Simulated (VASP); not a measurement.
# Ta2O5 (C2) in VASP: single point with LDA

Aim: the single point of Ta2O5 with LDA.

All numbers are computed with VASP 6.6.1; they aren't measurements. Logs are shortened: lines on timing, memory, paths and dates and some standing lists are left out, and cuts for length are marked.

### 1 The cell of the first run

The structure is monoclinic, space group C2 (No. 5). The conventional cell has a = 8.450 Å, b = 6.698 Å, c = 5.642 Å, α = 90.00°, β = 130.71°, γ = 90.00°. Ta (site symmetry 1) has 5 O at 1.84 to 2.05 Å within 2.4 Å. O (site symmetry 2) has 2 Ta at 1.90 Å within 2.5 Å. Within 2.5 Å of O (site symmetry 1) lie 2 Ta at 1.89 Å. O (site symmetry 1) has 2 Ta at 1.84 to 2.05 Å within 2.4 Å.

### 2 Single point, LDA

Contents of INCAR:

```
SYSTEM = Ta2O5
PREC = Accurate ; ENCUT = 600
EDIFF = 1E-6 ; ISMEAR = 0
SIGMA = 0.1 ; LREAL = .FALSE.
LASPH = .TRUE. ; NELM = 120
ALGO = Normal ; ISIF = 2
LWAVE = .FALSE. ; LCHARG = .FALSE.
GGA = CA ; NBANDS = 35
GGA_COMPAT = .FALSE.
```

Contents of KPOINTS:

```
regular mesh
0
G
  4 4 4
  0 0 0
```

Contents of POSCAR:

```
Ta2O5
1.0
    4.2223053510     -3.3490412162      0.1548894580
    4.2223053510      3.3490412162      0.1548894580
   -3.8340310519      0.0000000000      4.1394034227
Ta O
2 5
Direct
    0.2338949258      0.2029109134      0.1186715882
    0.7970890866      0.7661050742      0.8813284118
    0.5163595175      0.4836404825      0.5000000000
    0.5150649357      0.9844279440      0.9990477468
    0.9262990864      0.8952816081      0.7161148583
    0.1047183919      0.0737009136      0.2838851417
    0.0155720560      0.4849350643      0.0009522532
```

Potentials or basis: VASP PAW LDA potentials, release 64 (Ta_pv, O).

The run is started by

```sh
cat potpaw_LDA.64/Ta_pv/POTCAR potpaw_LDA.64/O/POTCAR > POTCAR
mpirun -np 1 vasp_std > vasp.out
```

OUTCAR:

```text
SYSTEM = Ta2O5
   PREC = Accurate
   ENCUT = 600
   EDIFF = 1E-6
   ISMEAR = 0
   LREAL = .FALSE.
   LASPH = .TRUE.
   NELM = 120
   ISIF = 2
   GGA = CA

 ion  position               nearest neighbor table
   1  0.234  0.203  0.119-   6 1.84   7 1.89   4 1.89   3 1.90   5 2.05   2 3.00
   2  0.797  0.766  0.881-   5 1.84   4 1.89   7 1.89   3 1.90   6 2.05   1 3.00
   3  0.516  0.484  0.500-   1 1.90   2 1.90
   4  0.515  0.984  0.999-   2 1.89   1 1.89
   5  0.926  0.895  0.716-   2 1.84   1 2.05
   6  0.105  0.074  0.284-   1 1.84   2 2.05
   7  0.016  0.485  0.001-   1 1.89   2 1.89

  LATTYP: Found a base centered monoclinic cell.
 ALAT       =     8.4502906983
 B/A-ratio  =     0.7926452085
 C/A-ratio  =     0.6676933624
 COS(beta)  =    -0.6521757004

  Lattice vectors:

 A1 = (   4.2223053510,  -3.3490412162,   0.1548894580)
 A2 = (   4.2223053510,   3.3490412162,   0.1548894580)
 A3 = (  -3.8340310519,   0.0000000000,   4.1394034227)

Analysis of symmetry for initial positions (statically):
=====================================================================
 Subroutine PRICEL returns:
 Original cell was already a primitive cell.

 Routine SETGRP: Setting up the symmetry group for a
 base centered monoclinic supercell.

 Subroutine GETGRP returns: Found  2 space group operations
 (whereof  2 operations were pure point group operations)
 out of a pool of  4 trial point group operations.

The static configuration has the point symmetry C_2 .

Analysis of symmetry for dynamics (positions and initial velocities):
=====================================================================
 Subroutine PRICEL returns:
 Original cell was already a primitive cell.

 Routine SETGRP: Setting up the symmetry group for a
 base centered monoclinic supercell.

 Subroutine GETGRP returns: Found  2 space group operations
 (whereof  2 operations were pure point group operations)
 out of a pool of  4 trial point group operations.

The dynamic configuration has the point symmetry C_2 .

 Subroutine INISYM returns: Found  2 space group operations
 (whereof  2 operations are pure point group operations),
 and found     1 'primitive' translations

----------------------------------------------------------------------------------------

                                     Primitive cell

  volume of cell :     121.0456

  direct lattice vectors                    reciprocal lattice vectors
     4.222305351 -3.349041216  0.154889458     0.114527379 -0.149296461  0.106078457
     4.222305351  3.349041216  0.154889458     0.114527379  0.149296461  0.106078457
    -3.834031052  0.000000000  4.139403423    -0.008570841  0.000000000  0.233642154

  length of vectors
     5.391468287  5.391468287  5.642203010     0.216006002  0.216006002  0.233799306

  position of ions in fractional coordinates (direct lattice)
     0.233894926  0.202910913  0.118671588
     0.797089087  0.766105074  0.881328412
     0.516359517  0.483640483  0.500000000
     0.515064936  0.984427944  0.999047747
     0.926299086  0.895281608  0.716114858
     0.104718392  0.073700914  0.283885142
     0.015572056  0.484935064  0.000952253

  ion indices of the primitive-cell ions
   primitive index   ion index
                 1           1
                 2           2
                 3           3
                 4           4
                 5           5
                 6           6
                 7           7

----------------------------------------------------------------------------------------

 KPOINTS: regular mesh

Automatic generation of k-mesh.
 Grid dimensions read from file:
 generate k-points for:    4    4    4

 Generating k-lattice:

  Cartesian coordinates                     Fractional coordinates (reciprocal lattice)
     0.028631845 -0.037324115  0.026519614     0.250000000  0.000000000  0.000000000
     0.028631845  0.037324115  0.026519614     0.000000000  0.250000000  0.000000000
    -0.002142710  0.000000000  0.058410538     0.000000000  0.000000000  0.250000000

  Length of vectors
     0.054001500  0.054001500  0.058449826

  Shift w.r.t. Gamma in fractional coordinates (k-lattice)
     0.000000000  0.000000000  0.000000000

 Subroutine IBZKPT returns following result:
 ===========================================

 Found     24 irreducible k-points:

 Following reciprocal coordinates:
            Coordinates               Weight
  0.000000  0.000000  0.000000      1.000000
  0.250000  0.000000  0.000000      4.000000
  0.500000  0.000000  0.000000      2.000000
  0.250000  0.250000  0.000000      2.000000
  0.500000  0.250000  0.000000      4.000000
 -0.250000  0.250000  0.000000      2.000000
[... 16 lines left out ...]
 -0.250000  0.250000  0.500000      2.000000
  0.500000  0.500000  0.500000      1.000000
   k-points           NKPTS =     24   k-points in BZ     NKDIM =     24   number of bands    NBANDS=     35
   number of dos      NEDOS =    301   number of ions     NIONS =      7
   total plane-waves  NPLWV = 110592
   dimension x,y,z NGX =    48 NGY =   48 NGZ =   48
   dimension x,y,z NGXF=    96 NGYF=   96 NGZF=   96
   ions per type =               2   5
   NGX,Y,Z   is equivalent  to a cutoff of  14.80, 14.80, 14.14 a.u.
   NGXF,Y,Z  is equivalent  to a cutoff of  29.60, 29.60, 28.29 a.u.
 SYSTEM =  Ta2O5
   PREC   = accura    normal or accurate (medium, high low for compatibility)
   ISTART =      0    job   : 0-new  1-cont  2-samecut
   ICHARG =      2    charge: 1-file 2-atom 10-const
   ISPIN  =      1    spin polarized calculation?
   LNONCOLLINEAR =      F non collinear calculations
   LSORBIT =      F    spin-orbit coupling
   LASPH  =      T    aspherical Exc in radial PAW
   ENCUT  =  600.0 eV  44.10 Ry    6.64 a.u.  10.77 10.77 11.27*2*pi/ulx,y,z
   NELM   =    120;   NELMIN=  2; NELMDL= -5     # of ELM steps
   EDIFF  = 0.1E-05   stopping-criterion for ELM
   LREAL  =      F    real-space projection
   EDIFFG = 0.1E-04   stopping-criterion for IOM
   NSW    =      0    number of steps for IOM
   IBRION =     -1    ionic relax: 0-MD 1-quasi-New 2-CG
   NFREE  =      0    steps in history (QN), initial steepest desc. (CG)
   ISIF   =      2    stress and relaxation
   ISYM   =      2    0-nonsym 1-usesym 2-fastsym
   POTIM  = 0.5000    time-step for ionic-motion
   TEBEG  =    0.0;   TEEND  =   0.0 temperature during run
   PSTRESS=    0.0 pullay stress
   NELECT =      52.0000    total number of electrons
   NUPDOWN=      -1.0000    fix difference up-down
   EMIN   =  10.00;   EMAX   =-10.00  energy-range for DOS
   EFERMI =   0.00;   METHOD = LEGACY
   ISMEAR =     0;   SIGMA  =   0.10  broadening in eV -4-tet -1-fermi 0-gaus
   EFERMI_NEDOS =   21; number of points for ismear=-14 and -15
   IALGO  =     38    algorithm
   IMIX   =      4    mixing-type and parameters
     AMIX     =   0.40;   BMIX     =  1.00
     AMIX_MAG =   1.60;   BMIX_MAG =  1.00
  volume/ion in A,a.u.               =      17.29       116.69
  Fermi-wavevector in a.u.,A,eV,Ry     =   1.235264  2.334310 20.760805  1.525876
  Thomas-Fermi vector in A             =   2.369920
   LORBIT       =      0    0 simple, 1 ext, 2 COOP (PROOUT), +10 PAW based schemes
   GGA     = CA    functional components
   LHFCALC =     F    Hartree Fock is set to
   AEXX    =    0.0000 exact exchange contribution
   IVDW    =     0    specifies the selected vdW correction
   LEPSILON=     F    determine dielectric tensor
   LRPA    =     F    only Hartree local field effects (RPA)
 non-spin polarized calculation
 Gauss-broadening in eV      SIGMA  =   0.10
  energy-cutoff  :      600.00
  volume of cell :      121.05
 maximum number of plane-waves:      4058
 NGX is ok and might be reduce to    48
   NGX = 21   NGY = 21   NGZ = 23

 number of electron      52.0000001 magnetization

 Free energy of the ion-electron system (eV)
  ---------------------------------------------------
  ext. energy  EPLUGINS =         0.00000000
  ---------------------------------------------------
  free energy    TOTEN  =       -72.93704965 eV

  energy without entropy =      -72.93704965  energy(sigma->0) =      -72.93704965

 E-fermi :  -0.8462     XC(G=0):  -9.1739

 val. band max:       -1.2664741171   @ k =   0.0000   0.0000   0.0000
 cond. band min:       1.8584630591   @ k =   0.5000   0.5000   0.5000
 fundamental gap:      3.1249371762
 Fermi energy:        -0.8462045379

 k-point     1 :       0.0000    0.0000    0.0000
  band No.  band energies     occupation
      1     -35.0743      2.00000
      2     -34.8916      2.00000
      3     -34.8123      2.00000
      4     -34.7803      2.00000
      5     -34.7347      2.00000
      6     -34.5627      2.00000
[... 27 lines left out ...]
     34       6.6304      0.00000
     35       7.2752      0.00000

 k-point     2 :       0.2500    0.0000    0.0000
  band No.  band energies     occupation
      1     -35.0601      2.00000
      2     -34.8869      2.00000
      3     -34.8209      2.00000
      4     -34.7936      2.00000
      5     -34.7078      2.00000
      6     -34.5896      2.00000
[... 27 lines left out ...]
     34       6.1744      0.00000
     35       6.7191      0.00000

 k-point     3 :       0.5000    0.0000    0.0000
  band No.  band energies     occupation
      1     -35.0456      2.00000
      2     -34.8805      2.00000
      3     -34.8245      2.00000
      4     -34.8070      2.00000
      5     -34.6749      2.00000
      6     -34.6292      2.00000
[... 27 lines left out ...]
     34       5.7908      0.00000
     35       6.2499      0.00000

 k-point     4 :       0.2500    0.2500    0.0000
  band No.  band energies     occupation
      1     -35.0427      2.00000
      2     -34.9091      2.00000
      3     -34.8368      2.00000
      4     -34.7629      2.00000
      5     -34.6801      2.00000
      6     -34.6293      2.00000
[... 27 lines left out ...]
     34       6.6345      0.00000
     35       6.7790      0.00000

 k-point     5 :       0.5000    0.2500    0.0000
  band No.  band energies     occupation
      1     -35.0554      2.00000
      2     -34.9022      2.00000
      3     -34.8425      2.00000
      4     -34.7677      2.00000
      5     -34.7076      2.00000
      6     -34.5846      2.00000
[... 638 lines left out ...]
 k-point    22 :       0.5000    0.2500    0.5000
  band No.  band energies     occupation
      1     -35.0545      2.00000
      2     -34.8992      2.00000
      3     -34.8474      2.00000
      4     -34.7673      2.00000
      5     -34.7040      2.00000
      6     -34.5874      2.00000
[... 27 lines left out ...]
     34       6.2688      0.00000
     35       6.9792      0.00000

 k-point    23 :      -0.2500    0.2500    0.5000
  band No.  band energies     occupation
      1     -35.0463      2.00000
      2     -34.8681      2.00000
      3     -34.8490      2.00000
      4     -34.7941      2.00000
      5     -34.6755      2.00000
      6     -34.6291      2.00000
[... 27 lines left out ...]
     34       6.0550      0.00000
     35       6.4994      0.00000

 k-point    24 :       0.5000    0.5000    0.5000
  band No.  band energies     occupation
      1     -35.0349      2.00000
      2     -34.9206      2.00000
      3     -34.8513      2.00000
      4     -34.7512      2.00000
      5     -34.6742      2.00000
      6     -34.6293      2.00000
[... 27 lines left out ...]
     34       6.7096      0.00000
     35       7.0316      0.00000

------------------------ aborting loop because EDIFF is reached ----------------------------------------

  FORCE on cell =-STRESS in cart. coord.  units (eV):
  Direction    XX          YY          ZZ          XY          YZ          ZX
  --------------------------------------------------------------------------------------
  -------------------------------------------------------------------------------------
  Total        0.9430389      0.6957462      0.5450266      0.0000000      0.0000000      0.0886851
  in kB       12.4822043      9.2090011      7.2140538      0.0000000      0.0000000      1.1738488
  external PRESSURE =       9.6350864 kB  Pullay stress =       0.0000000 kB

 VOLUME and BASIS-vectors are now :
 -----------------------------------------------------------------------------
  energy-cutoff  :      600.00
  volume of cell :      121.05
      direct lattice vectors                 reciprocal lattice vectors
     4.222305351 -3.349041216  0.154889458     0.114527379 -0.149296461  0.106078457
     4.222305351  3.349041216  0.154889458     0.114527379  0.149296461  0.106078457
    -3.834031052  0.000000000  4.139403423    -0.008570841  0.000000000  0.233642154

 POSITION                                       TOTAL-FORCE (eV/Angst)
 -----------------------------------------------------------------------------------
      1.38934     -0.10377      0.55889         0.142865     -0.001160     -0.014965
      3.22124     -0.10377      3.89030        -0.142865     -0.001160      0.014965
      2.30529     -0.10958      2.22459        -0.000000      0.002286     -0.000000
      2.50094      1.57192      4.36772        -0.001004     -0.000114      0.001311
      4.94566     -0.10388      3.24643         0.199259      0.000132     -0.191003
     -0.33508     -0.10388      1.20275        -0.199259      0.000132      0.191003
      2.10964      1.57192      0.08147         0.001004     -0.000114     -0.001311
 -----------------------------------------------------------------------------------
    total drift:                               -0.000000      0.000073      0.000000

  FREE ENERGIE OF THE ION-ELECTRON SYSTEM (eV)
  ---------------------------------------------------
  free  energy   TOTEN  =       -72.9370496473 eV

  energy  without entropy=      -72.9370496472  energy(sigma->0) =      -72.93704965
```

Run time: 4.8 min. Hardware: 1 thread of Intel Xeon 8259CL, shared host; peak memory 0.31 GiB.

What came out:

| Item | Value |
| --- | --- |
| Free energy | -72.9370 eV |
| Pressure | 1.0 GPa |
| Largest force | 0.276 eV/Å |
| Band gap on the k mesh | 3.12 eV (least direct gap 3.28 eV) |

Forces in eV/Å, atoms in the order of the input:
```
Ta   0.143 -0.001 -0.015
Ta  -0.143 -0.001  0.015
O    0.000  0.002  0.000
O   -0.001  0.000  0.001
O    0.199  0.000 -0.191
O   -0.199  0.000  0.191
O    0.001  0.000 -0.001
```

Caveat: spin-orbit coupling is left out, which moves the levels of the heavy elements.
